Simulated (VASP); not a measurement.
Write the native input for VASP 6.6.1 that does the following.

```yaml
Task: relaxation of the atoms
Functional: PBEsol
Potentials_or_basis: VASP PAW PBE potentials, release 64 (Mo_sv)
Cutoff: 520 eV
k_mesh: 9 × 9 × 1
Occupations: gaussian, width 0.1 eV
Spin: no spin polarisation
Dipole_correction: yes
Atoms_held_fixed_from_0: "[0, 1, 2]"
Further_INCAR_settings: ALGO = Fast; EDIFF = 1e-06; IBRION = 2; EDIFFG = -0.03; NSW = 70
```

The structure of Mo lies in POSCAR:

```
Mo
1.0
    4.4256825775      0.0000000000      0.0000000000
   -2.2128412887      3.8327535412      0.0000000000
    0.0000000000      0.0000000000     18.5169433660
Mo
6
Selective dynamics
Direct
    0.6666666667      0.3333333333      0.3780321547  F F F
    0.3333333333      0.6666666667      0.4268192928  F F F
    0.0000000000      0.0000000000      0.4756064309  F F F
    0.6666666667      0.3333333333      0.5243935691  T T T
    0.3333333333      0.6666666667      0.5731807072  T T T
    0.0000000000      0.0000000000      0.6219678453  T T T
```

One way to write it, as run:

INCAR

```
SYSTEM = Mo
ALGO     = Fast           ! electronic algorithm
DIPOL    = 0.5 0.5 0.500
EDIFF    = 1E-6           ! SCF threshold, eV
EDIFFG   = -0.03          ! ionic threshold
ENCUT    = 520            ! plane-wave cutoff, eV
GGA      = PS             ! functional
IBRION   = 2              ! ionic algorithm
IDIPOL   = 3            
ISIF     = 2              ! what is computed and relaxed
ISMEAR   = 0              ! smearing method
LASPH    = .True.         ! aspherical terms in the spheres
LCHARG   = .False.        ! write CHGCAR
LDIPOL   = .True.       
LREAL    = .False.        ! projectors in reciprocal space
LWAVE    = .False.        ! write WAVECAR
NELM     = 80             ! most SCF steps
NSW      = 70             ! ionic steps
PREC     = Accurate       ! precision mode
SIGMA    = 0.1            ! smearing width, eV
```

KPOINTS

```
k-points
0
Gamma
  9 9 1
  0 0 0
```

Potentials or basis: VASP PAW PBE potentials, release 64 (Mo_sv).

Run with:

```bash
$ cat potpaw_PBE.64/Mo_sv/POTCAR > POTCAR
$ mpirun -np 1 vasp_std > vasp.out
```

Results of the run:

| Quantity | Value |
| --- | --- |
| Energy gained by relaxing | 62.6 meV/atom |
| Ionic steps | 12 |
| Band gap on the k mesh | zero (bands 42 and 43 overlap by 0.12 eV) |

Run time: 38 min on 1 thread of Oxide Virtual Turin-like Processor (shared host), peak memory 0.5 GiB.
